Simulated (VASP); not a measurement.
Write the native input for VASP 6.6.1 that does the following.

```yaml
Task: single point
Functional: r2SCAN
Potentials_or_basis: VASP PAW PBE potentials, release 64 (Pt)
Cutoff: 520 eV
k_mesh: 18 × 18 × 10
Occupations: gaussian, width 0.15 eV
Spin: no spin polarisation
Dipole_correction: no
Further_INCAR_settings: ALGO = Normal; EDIFF = 1e-06; NBANDS = 17
```

Pt:

```
Pt
1.0
     2.76067    0.00000    0.00000
    -1.38033    2.39081    0.00000
     0.00000    0.00000    4.98382
Pt
2
Direct
  0.66667 0.33333 0.75000
  0.33333 0.66667 0.25000
```

This cell differs from its parent crystal: strain +0.000 along x and y, +0.040 along z.

One way to write it, as run:

POSCAR

```
Pt
1.0
    2.7606656158      0.0000000000      0.0000000000
   -1.3803328079      2.3908065546      0.0000000000
    0.0000000000      0.0000000000      4.9838193600
Pt
2
Direct
    0.6666666667      0.3333333333      0.7500000000
    0.3333333333      0.6666666667      0.2500000000
```

INCAR.step1

```
SYSTEM = Pt
  ALGO = Normal
  EDIFF = 1E-4
  ENCUT = 520
  GGA = PE
  ISMEAR = 0
  LASPH = .TRUE.
  LCHARG = .FALSE.
  LREAL = .FALSE.
  LWAVE = .TRUE.
  NBANDS = 17
  NELM = 100
  PREC = Accurate
  SIGMA = 0.15
```

INCAR.step2

```
SYSTEM = Pt
  ALGO = Normal
  EDIFF = 1E-6
  ENCUT = 520
  ISIF = 2
  ISMEAR = 0
  ISTART = 1
  LASPH = .TRUE.
  LCHARG = .FALSE.
  LMIXTAU = .TRUE.
  LREAL = .FALSE.
  LWAVE = .FALSE.
  METAGGA = R2SCAN
  NBANDS = 17
  NELM = 100
  PREC = Accurate
  SIGMA = 0.15
```

KPOINTS

```
k-points
0
G
  18 18 10
  0 0 0
```

Potentials or basis: VASP PAW PBE potentials, release 64 (Pt).

Run with:

```bash
$ cat potpaw_PBE.64/Pt/POTCAR > POTCAR
$ cp INCAR.step1 INCAR
$ mpirun -np 1 vasp_std > vasp.out
$ cp INCAR.step2 INCAR
$ mpirun -np 1 vasp_std > vasp.out
```

Results of the run:

| Item | Value |
| --- | --- |
| Pressure | -12.8 GPa |
| Band gap on the k mesh | zero (bands 10 and 11 overlap by 1.36 eV) |

Caveat: the cell differs from its parent crystal (strain +0.000 along x and y, +0.040 along z); the cell stands under tension; the PAW data sets were made with another functional, which shifts forces and pressure a little; spin-orbit coupling is left out, which moves the levels of the heavy elements.

It took 4.4 min on 1 thread of AMD EPYC 9R45 96-Core Processor (Zen 5), with other jobs on the host, peak memory 0.22 GiB.
